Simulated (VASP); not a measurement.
# Sn (Im-3m) in VASP: notebook

Sn is run at these levels: PBE; tasks: single point.

Everything below comes from runs of VASP 6.6.1. Logs are shortened: lines on timing, memory, paths and dates and some standing lists are left out, and cuts for length are marked.

## Step 1: The cell of the first run

It takes space group Im-3m (No. 229, cubic). Conventional cell: a = 3.807 Å, b = 3.807 Å, c = 3.807 Å, α = 90.00°, β = 90.00°, γ = 90.00°. Sn (site symmetry m-3m) has 14 Sn at 3.30 to 3.81 Å within 4.3 Å.

This isn't the form of Sn at room conditions, which is tetragonal (white tin).

## Step 2: Single point, PBE

File INCAR:

```
SYSTEM = Sn
ALGO = Normal
EDIFF = 1E-7
ENCUT = 520
GGA = PE
ISIF = 2
ISMEAR = -1
LASPH = .True.
LCHARG = .False.
LREAL = .False.
LWAVE = .False.
NBANDS = 13
NELM = 80
PREC = Accurate
SIGMA = 0.1
```

File KPOINTS:

```
k-points
0
Gamma
  12 12 12
  0 0 0
```

File POSCAR:

```
Sn
1.0
   -1.9035740482      1.9035740482      1.9035740482
    1.9035740482     -1.9035740482      1.9035740482
    1.9035740482      1.9035740482     -1.9035740482
Sn
1
Direct
    0.0000000000      0.0000000000      0.0000000000
```

Potentials or basis: VASP PAW PBE potentials, release 64 (Sn_d).

The run is started by

```bash
$ cat potpaw_PBE.64/Sn_d/POTCAR > POTCAR
$ mpirun -np 1 vasp_std > vasp.out
```

OUTCAR:

```text
SYSTEM = Sn
   EDIFF = 1E-7
   ENCUT = 520
   GGA = PE
   ISIF = 2
   ISMEAR = -1
   LASPH = .True.
   LREAL = .False.
   NELM = 80
   PREC = Accurate

 ion  position               nearest neighbor table
   1  0.000  0.000  0.000-

  LATTYP: Found a body centered cubic cell.
 ALAT       =     3.8071480964

  Lattice vectors:

 A1 = (  -1.9035740482,   1.9035740482,   1.9035740482)
 A2 = (   1.9035740482,  -1.9035740482,   1.9035740482)
 A3 = (   1.9035740482,   1.9035740482,  -1.9035740482)

Analysis of symmetry for initial positions (statically):
=====================================================================
 Subroutine PRICEL returns:
 Original cell was already a primitive cell.

 Routine SETGRP: Setting up the symmetry group for a
 body centered cubic supercell.

 Subroutine GETGRP returns: Found 48 space group operations
 (whereof 48 operations were pure point group operations)
 out of a pool of 48 trial point group operations.

The static configuration has the point symmetry O_h .

Analysis of symmetry for dynamics (positions and initial velocities):
=====================================================================
 Subroutine PRICEL returns:
 Original cell was already a primitive cell.

 Routine SETGRP: Setting up the symmetry group for a
 body centered cubic supercell.

 Subroutine GETGRP returns: Found 48 space group operations
 (whereof 48 operations were pure point group operations)
 out of a pool of 48 trial point group operations.

The dynamic configuration has the point symmetry O_h .

 Subroutine INISYM returns: Found 48 space group operations
 (whereof 48 operations are pure point group operations),
 and found     1 'primitive' translations

----------------------------------------------------------------------------------------

                                     Primitive cell

  volume of cell :      27.5911

  direct lattice vectors                    reciprocal lattice vectors
    -1.903574048  1.903574048  1.903574048     0.000000000  0.262663804  0.262663804
     1.903574048 -1.903574048  1.903574048     0.262663804  0.000000000  0.262663804
     1.903574048  1.903574048 -1.903574048     0.262663804  0.262663804  0.000000000

  length of vectors
     3.297086967  3.297086967  3.297086967     0.371462713  0.371462713  0.371462713

  position of ions in fractional coordinates (direct lattice)
     0.000000000  0.000000000  0.000000000

  ion indices of the primitive-cell ions
   primitive index   ion index
                 1           1

----------------------------------------------------------------------------------------

 KPOINTS: k-points

Automatic generation of k-mesh.
 Grid dimensions read from file:
 generate k-points for:   12   12   12

 Generating k-lattice:

  Cartesian coordinates                     Fractional coordinates (reciprocal lattice)
     0.000000000  0.021888650  0.021888650     0.083333333  0.000000000  0.000000000
     0.021888650  0.000000000  0.021888650     0.000000000  0.083333333  0.000000000
     0.021888650  0.021888650  0.000000000     0.000000000  0.000000000  0.083333333

  Length of vectors
     0.030955226  0.030955226  0.030955226

  Shift w.r.t. Gamma in fractional coordinates (k-lattice)
     0.000000000  0.000000000  0.000000000

 Subroutine IBZKPT returns following result:
 ===========================================

 Found     72 irreducible k-points:

 Following reciprocal coordinates:
            Coordinates               Weight
  0.000000  0.000000  0.000000      1.000000
  0.083333  0.000000  0.000000     12.000000
  0.166667  0.000000  0.000000     12.000000
  0.250000  0.000000  0.000000     12.000000
  0.333333  0.000000  0.000000     12.000000
  0.416667  0.000000  0.000000     12.000000
[... 16 lines left out ...]
  0.333333  0.083333  0.083333     24.000000
  0.416667  0.083333  0.083333     12.000000
 [... further k-points ...]
   k-points           NKPTS =     72   k-points in BZ     NKDIM =     72   number of bands    NBANDS=     13
   number of dos      NEDOS =    301   number of ions     NIONS =      1
   total plane-waves  NPLWV =  21952
   dimension x,y,z NGX =    28 NGY =   28 NGZ =   28
   dimension x,y,z NGXF=    56 NGYF=   56 NGZF=   56
   ions per type =               1
   NGX,Y,Z   is equivalent  to a cutoff of  14.12, 14.12, 14.12 a.u.
   NGXF,Y,Z  is equivalent  to a cutoff of  28.24, 28.24, 28.24 a.u.
 SYSTEM =  Sn
   PREC   = accura    normal or accurate (medium, high low for compatibility)
   ISTART =      0    job   : 0-new  1-cont  2-samecut
   ICHARG =      2    charge: 1-file 2-atom 10-const
   ISPIN  =      1    spin polarized calculation?
   LNONCOLLINEAR =      F non collinear calculations
   LSORBIT =      F    spin-orbit coupling
   LASPH  =      T    aspherical Exc in radial PAW
   ENCUT  =  520.0 eV  38.22 Ry    6.18 a.u.   6.13  6.13  6.13*2*pi/ulx,y,z
   NELM   =     80;   NELMIN=  2; NELMDL= -5     # of ELM steps
   EDIFF  = 0.1E-06   stopping-criterion for ELM
   LREAL  =      F    real-space projection
   EDIFFG = 0.1E-05   stopping-criterion for IOM
   NSW    =      0    number of steps for IOM
   IBRION =     -1    ionic relax: 0-MD 1-quasi-New 2-CG
   NFREE  =      0    steps in history (QN), initial steepest desc. (CG)
   ISIF   =      2    stress and relaxation
   ISYM   =      2    0-nonsym 1-usesym 2-fastsym
   POTIM  = 0.5000    time-step for ionic-motion
   TEBEG  =    0.0;   TEEND  =   0.0 temperature during run
   PSTRESS=    0.0 pullay stress
   NELECT =      14.0000    total number of electrons
   NUPDOWN=      -1.0000    fix difference up-down
   EMIN   =  10.00;   EMAX   =-10.00  energy-range for DOS
   EFERMI =   0.00;   METHOD = LEGACY
   ISMEAR =    -1;   SIGMA  =   0.10  broadening in eV -4-tet -1-fermi 0-gaus
   EFERMI_NEDOS =   21; number of points for ismear=-14 and -15
   IALGO  =     38    algorithm
   IMIX   =      4    mixing-type and parameters
     AMIX     =   0.40;   BMIX     =  1.00
     AMIX_MAG =   1.60;   BMIX_MAG =  1.00
  volume/ion in A,a.u.               =      27.59       186.19
  Fermi-wavevector in a.u.,A,eV,Ry     =   1.305753  2.467516 23.197814  1.704991
  Thomas-Fermi vector in A             =   2.436601
   LORBIT       =      0    0 simple, 1 ext, 2 COOP (PROOUT), +10 PAW based schemes
   GGA     = PE    functional components
   LHFCALC =     F    Hartree Fock is set to
   AEXX    =    0.0000 exact exchange contribution
   IVDW    =     0    specifies the selected vdW correction
   LEPSILON=     F    determine dielectric tensor
   LRPA    =     F    only Hartree local field effects (RPA)
 non-spin polarized calculation
  energy-cutoff  :      520.00
  volume of cell :       27.59
 maximum number of plane-waves:       767
 NGX is ok and might be reduce to    28
   NGX = 13   NGY = 13   NGZ = 13

 number of electron      13.9999996 magnetization

 Free energy of the ion-electron system (eV)
  ---------------------------------------------------
  ext. energy  EPLUGINS =         0.00000000
  ---------------------------------------------------
  free energy    TOTEN  =        -3.78474837 eV

  energy without entropy =       -3.76558314  energy(sigma->0) =       -3.77516575

 E-fermi :   7.9471     XC(G=0): -10.2983

 val. band max:        7.9020330244   @ k =   0.1667   0.1667   0.0833
 cond. band min:       8.0211144338   @ k =  -0.3333   0.3333   0.2500
 fundamental gap:      0.1190814095
 Fermi energy:         7.9470838197

 k-point     1 :       0.0000    0.0000    0.0000
  band No.  band energies     occupation
      1     -13.6504      2.00000
      2     -13.6504      2.00000
      3     -13.6504      2.00000
      4     -13.5184      2.00000
      5     -13.5184      2.00000
      6      -3.0690      2.00000
      7      15.7393      0.00000
      8      15.7393      0.00000
      9      15.7393      0.00000
     10      19.9941      0.00000
     11      19.9941      0.00000
     12      19.9941      0.00000
     13      20.5311      0.00000

 k-point     2 :       0.0833    0.0000    0.0000
  band No.  band energies     occupation
      1     -13.6532      2.00000
      2     -13.6460      2.00000
      3     -13.6365      2.00000
      4     -13.5216      2.00000
      5     -13.5187      2.00000
      6      -2.9195      2.00000
      7      14.4908      0.00000
      8      15.1739      0.00000
      9      15.5474      0.00000
     10      18.6407      0.00000
     11      18.9451      0.00000
     12      19.7007      0.00000
     13      21.1832      0.00000

 k-point     3 :       0.1667    0.0000    0.0000
  band No.  band energies     occupation
      1     -13.6612      2.00000
      2     -13.6356      2.00000
      3     -13.5984      2.00000
      4     -13.5294      2.00000
      5     -13.5199      2.00000
      6      -2.4706      2.00000
      7      12.0010      0.00000
      8      14.0742      0.00000
      9      15.0247      0.00000
     10      17.5445      0.00000
     11      17.9150      0.00000
     12      19.6637      0.00000
     13      21.5824      0.00000
[... 305 lines left out ...]
 k-point    23 :       0.3333    0.0833    0.0833
  band No.  band energies     occupation
      1     -13.6787      2.00000
      2     -13.6223      2.00000
      3     -13.5285      2.00000
      4     -13.5239      2.00000
      5     -13.4691      2.00000
      6       0.8445      2.00000
      7       5.0604      2.00000
      8       9.9208      0.00000
      9      11.3572      0.00000
     10      18.2207      0.00000
     11      18.7306      0.00000
     12      22.5036      0.00000
     13      23.6510      0.00000

 k-point    24 :       0.4167    0.0833    0.0833
  band No.  band energies     occupation
      1     -13.6810      2.00000
      2     -13.6213      2.00000
      3     -13.5253      2.00000
      4     -13.5240      2.00000
      5     -13.4609      2.00000
      6       1.7353      2.00000
      7       3.9000      2.00000
      8       9.7315      0.00000
      9      11.2231      0.00000
     10      18.1165      0.00000
     11      18.6346      0.00000
     12      23.1478      0.00000
     13      24.0726      0.00000

 [... further k-points ...]

------------------------ aborting loop because EDIFF is reached ----------------------------------------

  FORCE on cell =-STRESS in cart. coord.  units (eV):
  Direction    XX          YY          ZZ          XY          YZ          ZX
  --------------------------------------------------------------------------------------
  -------------------------------------------------------------------------------------
  Total       -0.0095262     -0.0095262     -0.0095262     -0.0000000     -0.0000000      0.0000000
  in kB       -0.5531726     -0.5531726     -0.5531726     -0.0000000     -0.0000000      0.0000000
  external PRESSURE =      -0.5531726 kB  Pullay stress =       0.0000000 kB

 VOLUME and BASIS-vectors are now :
 -----------------------------------------------------------------------------
  energy-cutoff  :      520.00
  volume of cell :       27.59
      direct lattice vectors                 reciprocal lattice vectors
    -1.903574048  1.903574048  1.903574048     0.000000000  0.262663804  0.262663804
     1.903574048 -1.903574048  1.903574048     0.262663804  0.000000000  0.262663804
     1.903574048  1.903574048 -1.903574048     0.262663804  0.262663804  0.000000000

 POSITION                                       TOTAL-FORCE (eV/Angst)
 -----------------------------------------------------------------------------------
      0.00000      0.00000      0.00000        -0.000000      0.000000      0.000000
 -----------------------------------------------------------------------------------
    total drift:                               -0.000000     -0.000000      0.000000

  FREE ENERGIE OF THE ION-ELECTRON SYSTEM (eV)
  ---------------------------------------------------
  free  energy   TOTEN  =        -3.7847483709 eV

  energy  without entropy=       -3.7655831386  energy(sigma->0) =       -3.77516575
```

Wall time 44 s (1 thread of Intel Xeon 8259CL, shared host); peak memory 0.16 GiB.

What came out:

```yaml
Free_energy: -3.7847 eV
Pressure: -0.1 GPa
Band_gap_on_the_k_mesh: zero (bands 7 and 8 overlap by 10.24 eV)
```

Caveat: spin-orbit coupling is left out, which moves the levels of the heavy elements.

(Continued in part 2 of 2.)

The gap in the log of VASP goes by the Fermi energy; the results here count the filled bands.